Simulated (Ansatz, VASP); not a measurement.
## Sc in VASP and in Ansatz

```
Sc
1.0
     3.30900    0.00000    0.00000
    -1.65450    2.86568    0.00000
     0.00000    0.00000    5.27330
Sc
2
Cartesian
  0.0000 1.9105 1.3183
  1.6545 0.9552 3.9550
```

Alike in both runs: task relaxation of cell and atoms; functional PBEsol; k mesh 14 × 14 × 8; occupations fermi-dirac, width 0.1 eV; no spin polarisation.

```csv
,VASP,Ansatz
version,VASP 6.6.1,Ansatz 0.2.0
potentials or method,"VASP PAW PBE potentials, release 64 (Sc_sv)","PAW with Ansatz's default frozen-core files, scalar-relativistic"
plane-wave cutoff (eV),600,420
valence electrons in the cell,22,22
```

```tsv
	VASP	Ansatz	Ansatz less VASP
relaxed volume (Å³/atom)	23.74	23.72	-0.024
relaxed cell length with the largest relative difference (Å)	3.277	3.275	-0.0012
```

VASP's potentials were made for PBE, not for PBEsol.
